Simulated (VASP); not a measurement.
# NaI (Imma) in VASP: single point with PBE+D3(BJ)

Aim: the single point of NaI with PBE+D3(BJ).

Program: VASP 6.6.1. These are calculated values, not measurements. Logs are shortened: lines on timing, memory, paths and dates and some standing lists are left out, and cuts for length are marked.

### Step 1. The cell of the first run

It takes space group Imma (No. 74, orthorhombic). Conventional cell: a = 4.429 Å, b = 4.495 Å, c = 16.728 Å, α = 90.00°, β = 90.00°, γ = 90.00°. Within 4.2 Å of Na (site symmetry mm2) lie 4 I at 3.16 Å. I (site symmetry mm2) has 4 Na at 3.16 Å within 4.2 Å.

### Step 2. Single point, PBE+D3(BJ) (strain +0.0150 x Voigt [0, 1, 0, 0, 0, 0])

Input file INCAR:

```
ALGO = Normal
EDIFF = 1E-6
ENCUT = 520
GGA = PE
ISIF = 2
ISMEAR = 0
IVDW = 12
LASPH = True
LCHARG = False
LREAL = False
LWAVE = False
NBANDS = 22
NELM = 80
PREC = Accurate
SIGMA = 0.05
```

Input file KPOINTS:

```
k-points
0
Gamma
  8 8 8
```

Input file POSCAR:

```
NaI
1.0
   -2.2145135000      2.2477312025      8.3637720000
    2.2145135000     -2.2477312025      8.3637720000
    2.2145135000      2.2477312025     -8.3637720000
Na I
2 2
Direct
    0.2500000000      0.7500000000      0.5000000000
    0.5000000000      0.5000000000      0.0000000000
    0.7500000000      0.2500000000      0.5000000000
    0.0000000000      0.0000000000      0.0000000000
```

Potentials or basis: VASP PAW PBE potentials, release 64 (Na_pv, I).

On the command line:

```
$ cat potpaw_PBE.64/Na_pv/POTCAR potpaw_PBE.64/I/POTCAR > POTCAR
$ mpirun -np 1 vasp_std > vasp.out
```

OUTCAR:

```text
EDIFF = 1E-6
   ENCUT = 520
   GGA = PE
   ISIF = 2
   ISMEAR = 0
   IVDW = 12
   LASPH = True
   LREAL = False
   NELM = 80
   PREC = Accurate
 IVDW          = 12

 ion  position               nearest neighbor table
   1  0.250  0.750  0.500-   3 3.16   3 3.16   3 3.16   3 3.16
   2  0.500  0.500  0.000-   4 3.16   4 3.16   4 3.16   4 3.16
   3  0.750  0.250  0.500-   1 3.16   1 3.16   1 3.16   1 3.16
   4  0.000  0.000  0.000-   2 3.16   2 3.16   2 3.16   2 3.16

  LATTYP: Found a body centered orthorhombic cell.
 ALAT       =     4.4290270000
 B/A-ratio  =     1.0150000000
 C/A-ratio  =     3.7767988319

  Lattice vectors:

 A1 = (  -2.2145135000,   2.2477312025,   8.3637720000)
 A2 = (   2.2145135000,  -2.2477312025,   8.3637720000)
 A3 = (   2.2145135000,   2.2477312025,  -8.3637720000)

Analysis of symmetry for initial positions (statically):
=====================================================================
 Subroutine PRICEL returns:
 Original cell was already a primitive cell.

 Routine SETGRP: Setting up the symmetry group for a
 body centered orthorhombic supercell.

 Subroutine GETGRP returns: Found  8 space group operations
 (whereof  4 operations were pure point group operations)
 out of a pool of  8 trial point group operations.

The static configuration has the point symmetry C_2v.
 The point group associated with its full space group is D_2h.

Analysis of symmetry for dynamics (positions and initial velocities):
=====================================================================
 Subroutine PRICEL returns:
 Original cell was already a primitive cell.

 Routine SETGRP: Setting up the symmetry group for a
 body centered orthorhombic supercell.

 Subroutine GETGRP returns: Found  8 space group operations
 (whereof  4 operations were pure point group operations)
 out of a pool of  8 trial point group operations.

The dynamic configuration has the point symmetry C_2v.
 The point group associated with its full space group is D_2h.

 Subroutine INISYM returns: Found  8 space group operations
 (whereof  4 operations are pure point group operations),
 and found     1 'primitive' translations

----------------------------------------------------------------------------------------

                                     Primitive cell

  volume of cell :     166.5271

  direct lattice vectors                    reciprocal lattice vectors
    -2.214513500  2.247731202  8.363772000     0.000000000  0.222446527  0.059781639
     2.214513500 -2.247731202  8.363772000     0.225783225  0.000000000  0.059781639
     2.214513500  2.247731202 -8.363772000     0.225783225  0.222446527  0.000000000

  length of vectors
     8.939186074  8.939186074  8.939186074     0.230339536  0.233563501  0.316955079

  position of ions in fractional coordinates (direct lattice)
     0.250000000  0.750000000  0.500000000
     0.500000000  0.500000000  0.000000000
     0.750000000  0.250000000  0.500000000
     0.000000000  0.000000000  0.000000000

  ion indices of the primitive-cell ions
   primitive index   ion index
                 1           1
                 2           2
                 3           3
                 4           4

----------------------------------------------------------------------------------------

 KPOINTS: k-points

Automatic generation of k-mesh.
 Grid dimensions read from file:
 generate k-points for:    8    8    8

 Generating k-lattice:

  Cartesian coordinates                     Fractional coordinates (reciprocal lattice)
     0.000000000  0.027805816  0.007472705     0.125000000  0.000000000 -0.000000000
     0.028222903  0.000000000  0.007472705     0.000000000  0.125000000  0.000000000
     0.028222903  0.027805816  0.000000000    -0.000000000  0.000000000  0.125000000

  Length of vectors
     0.028792442  0.029195438  0.039619385

  Shift w.r.t. Gamma in fractional coordinates (k-lattice)
     0.000000000  0.000000000  0.000000000

 Subroutine IBZKPT returns following result:
 ===========================================

 Found     95 irreducible k-points:

 Following reciprocal coordinates:
            Coordinates               Weight
  0.000000  0.000000  0.000000      1.000000
  0.125000  0.000000  0.000000      4.000000
  0.250000  0.000000  0.000000      4.000000
  0.375000 -0.000000  0.000000      4.000000
  0.500000  0.000000  0.000000      2.000000
 -0.000000  0.125000  0.000000      4.000000
[... 16 lines left out ...]
  0.125000  0.375000  0.000000      8.000000
  0.250000  0.375000  0.000000      8.000000
 [... further k-points ...]
   k-points           NKPTS =     95   k-points in BZ     NKDIM =     95   number of bands    NBANDS=     22
   number of dos      NEDOS =    301   number of ions     NIONS =      4
   total plane-waves  NPLWV = 343000
   dimension x,y,z NGX =    70 NGY =   70 NGZ =   70
   dimension x,y,z NGXF=   140 NGYF=  140 NGZF=  140
   ions per type =               2   2
   NGX,Y,Z   is equivalent  to a cutoff of  13.02, 13.02, 13.02 a.u.
   NGXF,Y,Z  is equivalent  to a cutoff of  26.04, 26.04, 26.04 a.u.
 SYSTEM =  unknown system
   PREC   = accura    normal or accurate (medium, high low for compatibility)
   ISTART =      0    job   : 0-new  1-cont  2-samecut
   ICHARG =      2    charge: 1-file 2-atom 10-const
   ISPIN  =      1    spin polarized calculation?
   LNONCOLLINEAR =      F non collinear calculations
   LSORBIT =      F    spin-orbit coupling
   LASPH  =      T    aspherical Exc in radial PAW
   ENCUT  =  520.0 eV  38.22 Ry    6.18 a.u.  16.62 16.62 16.62*2*pi/ulx,y,z
   NELM   =     80;   NELMIN=  2; NELMDL= -5     # of ELM steps
   EDIFF  = 0.1E-05   stopping-criterion for ELM
   LREAL  =      F    real-space projection
   EDIFFG = 0.1E-04   stopping-criterion for IOM
   NSW    =      0    number of steps for IOM
   IBRION =     -1    ionic relax: 0-MD 1-quasi-New 2-CG
   NFREE  =      0    steps in history (QN), initial steepest desc. (CG)
   ISIF   =      2    stress and relaxation
   ISYM   =      2    0-nonsym 1-usesym 2-fastsym
   POTIM  = 0.5000    time-step for ionic-motion
   TEBEG  =    0.0;   TEEND  =   0.0 temperature during run
   PSTRESS=    0.0 pullay stress
   NELECT =      28.0000    total number of electrons
   NUPDOWN=      -1.0000    fix difference up-down
   EMIN   =  10.00;   EMAX   =-10.00  energy-range for DOS
   EFERMI =   0.00;   METHOD = LEGACY
   ISMEAR =     0;   SIGMA  =   0.05  broadening in eV -4-tet -1-fermi 0-gaus
   EFERMI_NEDOS =   21; number of points for ismear=-14 and -15
   IALGO  =     38    algorithm
   IMIX   =      4    mixing-type and parameters
     AMIX     =   0.40;   BMIX     =  1.00
     AMIX_MAG =   1.60;   BMIX_MAG =  1.00
  volume/ion in A,a.u.               =      41.63       280.95
  Fermi-wavevector in a.u.,A,eV,Ry     =   0.903578  1.707516 11.108532  0.816454
  Thomas-Fermi vector in A             =   2.026921
   LORBIT       =      0    0 simple, 1 ext, 2 COOP (PROOUT), +10 PAW based schemes
   GGA     = PE    functional components
   LHFCALC =     F    Hartree Fock is set to
   AEXX    =    0.0000 exact exchange contribution
   IVDW    =    12    specifies the selected vdW correction
   LEPSILON=     F    determine dielectric tensor
   LRPA    =     F    only Hartree local field effects (RPA)
 non-spin polarized calculation
 Gauss-broadening in eV      SIGMA  =   0.05
  energy-cutoff  :      520.00
  volume of cell :      166.53
 maximum number of plane-waves:      4520
 NGX is ok and might be reduce to    70
   NGX = 33   NGY = 33   NGZ = 33

 number of electron      28.0000002 magnetization

 Free energy of the ion-electron system (eV)
  ---------------------------------------------------
  ext. energy  EPLUGINS =         0.00000000
  ---------------------------------------------------
  free energy    TOTEN  =       -10.29955724 eV

  energy without entropy =      -10.29955724  energy(sigma->0) =      -10.29955724

 E-fermi :   0.0648     XC(G=0):  -6.7920

 val. band max:       -0.2111964322   @ k =  -0.2500   0.2500   0.0000
 cond. band min:       2.8139111870   @ k =   0.0000   0.0000   0.0000
 fundamental gap:      3.0251076191
 Fermi energy:         0.0647638213

 k-point     1 :       0.0000    0.0000    0.0000
  band No.  band energies     occupation
      1     -23.1544      2.00000
      2     -23.1529      2.00000
      3     -23.0999      2.00000
      4     -23.0998      2.00000
      5     -23.0979      2.00000
      6     -23.0978      2.00000
[... 14 lines left out ...]
     21       9.0381      0.00000
     22       9.0739      0.00000

 k-point     2 :       0.1250    0.0000    0.0000
  band No.  band energies     occupation
      1     -23.1543      2.00000
      2     -23.1529      2.00000
      3     -23.0998      2.00000
      4     -23.0997      2.00000
      5     -23.0984      2.00000
      6     -23.0983      2.00000
[... 14 lines left out ...]
     21       8.1665      0.00000
     22       8.9390      0.00000

 k-point     3 :       0.2500    0.0000    0.0000
  band No.  band energies     occupation
      1     -23.1541      2.00000
      2     -23.1529      2.00000
      3     -23.0997      2.00000
      4     -23.0996      2.00000
      5     -23.0996      2.00000
      6     -23.0995      2.00000
[... 14 lines left out ...]
     21       7.9975      0.00000
     22       8.3705      0.00000
[... 476 lines left out ...]
 k-point    23 :       0.1250    0.3750    0.0000
  band No.  band energies     occupation
      1     -23.1537      2.00000
      2     -23.1530      2.00000
      3     -23.1033      2.00000
      4     -23.1031      2.00000
      5     -23.0978      2.00000
      6     -23.0976      2.00000
[... 14 lines left out ...]
     21       7.9367      0.00000
     22       8.2582      0.00000

 k-point    24 :       0.2500    0.3750    0.0000
  band No.  band energies     occupation
      1     -23.1536      2.00000
      2     -23.1531      2.00000
      3     -23.1029      2.00000
      4     -23.1028      2.00000
      5     -23.0989      2.00000
      6     -23.0988      2.00000
[... 14 lines left out ...]
     21       7.8301      0.00000
     22       8.0256      0.00000

 [... further k-points ...]

------------------------ aborting loop because EDIFF is reached ----------------------------------------

 Edisp (eV)   -0.79449

 E8    (eV) :    -0.3649

  FORCE on cell =-STRESS in cart. coord.  units (eV):
  Direction    XX          YY          ZZ          XY          YZ          ZX
  --------------------------------------------------------------------------------------
  -------------------------------------------------------------------------------------
  Total      -0.98871    -1.30963    -0.91119     0.00000     0.00000     0.00000
  in kB      -9.51249   -12.60010    -8.76667     0.00000     0.00000     0.00000
  external pressure =      -10.29 kB  Pullay stress =        0.00 kB

 VOLUME and BASIS-vectors are now :
 -----------------------------------------------------------------------------
  energy-cutoff  :      520.00
  volume of cell :      166.53
      direct lattice vectors                 reciprocal lattice vectors
    -2.214513500  2.247731202  8.363772000     0.000000000  0.222446527  0.059781639
     2.214513500 -2.247731202  8.363772000     0.225783225  0.000000000  0.059781639
     2.214513500  2.247731202 -8.363772000     0.225783225  0.222446527  0.000000000

 POSITION                                       TOTAL-FORCE (eV/Angst)
 -----------------------------------------------------------------------------------
      2.21451      0.00000      4.18189        -0.000000      0.000000     -0.008029
      0.00000      0.00000      8.36377         0.000000     -0.000000      0.008029
      0.00000      2.24773      4.18189         0.000000     -0.000000     -0.002907
      0.00000      0.00000      0.00000        -0.000000     -0.000000      0.002907
 -----------------------------------------------------------------------------------
    total drift:                                0.000000     -0.000000      0.000000

  FREE ENERGIE OF THE ION-ELECTRON SYSTEM (eV)
  ---------------------------------------------------
  free  energy   TOTEN  =       -11.0940493806 eV

  energy  without entropy=      -11.0940493806  energy(sigma->0) =      -11.09404938
```

Wall time 17 min (1 thread of Intel Xeon Platinum 8259CL at 2.50GHz (Skylake/Cascade Lake), shared host); peak memory 0.81 GiB.

What came out:

```
Free energy                : -11.0940 eV
Pressure                   : -1.0 GPa
Largest force              : 0.008 eV/Å
Band gap on the k mesh     : 3.03 eV (least direct gap 3.06 eV)
Dispersion energy per atom : -0.199 eV
```

Forces in eV/Å, atoms in the order of the input:
```
Na   0.000  0.000 -0.008
Na   0.000  0.000  0.008
I    0.000  0.000 -0.003
I    0.000  0.000  0.003
```

Caveat: the cell differs from its parent crystal (strain +0.0150 x Voigt [0, 1, 0, 0, 0, 0]); spin-orbit coupling is left out, which moves the levels of the heavy elements.
